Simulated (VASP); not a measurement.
Set up this calculation in VASP 6.6.1, as the native input.

| Property | Result |
| --- | --- |
| Task | single point |
| Functional | PBE |
| Potentials or basis | VASP PAW PBE potentials, release 64 (Te, Hg) |
| Cutoff | 520 eV |
| k mesh | 8 × 8 × 1 |
| Occupations | gaussian, width 0.1 eV |
| Spin | no spin polarisation |
| Dipole correction | yes |
| Further INCAR settings | ALGO = Normal; EDIFF = 1e-06; NBANDS = 49 |

The structure of Hg4Te5 lies in POSCAR:

```
Hg4Te5
1.0
    4.7019745438      0.0000000000      0.0000000000
    0.0000000000      4.7019745438      0.0000000000
    0.0000000000      0.0000000000     28.2991923396
Te Hg
5 4
Direct
    0.0000000000      0.5000000000      0.2684151611
    0.5000000000      0.0000000000      0.3838747305
    0.0000000000      0.5000000000      0.4999999992
    0.5000000000      0.0000000000      0.6161252694
    0.0000000000      0.5000000000      0.7315848397
    0.5000000000      0.5000000000      0.3212457969
    0.0000000000      0.0000000000      0.4407543315
    0.5000000000      0.5000000000      0.5592456670
    0.0000000000      0.0000000000      0.6787542048
```

These files were run (other wordings do the same):

INCAR

```
SYSTEM = Hg4Te5
  ALGO = Normal
  DIPOL = 0.5 0.5 0.500
  EDIFF = 1E-6
  ENCUT = 520
  GGA = PE
  IDIPOL = 3
  ISIF = 2
  ISMEAR = 0
  LASPH = .TRUE.
  LCHARG = .TRUE.
  LDIPOL = .TRUE.
  LELF = .TRUE.
  LREAL = .FALSE.
  LVACPOTAV = .TRUE.
  LVHAR = .TRUE.
  LWAVE = .FALSE.
  NBANDS = 49
  NELM = 60
  PREC = Accurate
  SIGMA = 0.1
```

KPOINTS

```
k-points
0
G
  8 8 1
  0 0 0
```

Potentials or basis: VASP PAW PBE potentials, release 64 (Te, Hg).

Run with:

```sh
$ cat potpaw_PBE.64/Te/POTCAR potpaw_PBE.64/Hg/POTCAR > POTCAR
$ mpirun -np 1 vasp_std > vasp.out
```

It gave:

```yaml
Largest_force: 0.020 eV/Å
Band_gap_on_the_k_mesh: zero (bands 39 and 40 overlap by 1.10 eV)
```

Caveat: spin-orbit coupling is left out, which moves the levels of the heavy elements.

It took 24 min on 1 thread of Intel Xeon 8259CL (shared host), peak memory 0.79 GiB.
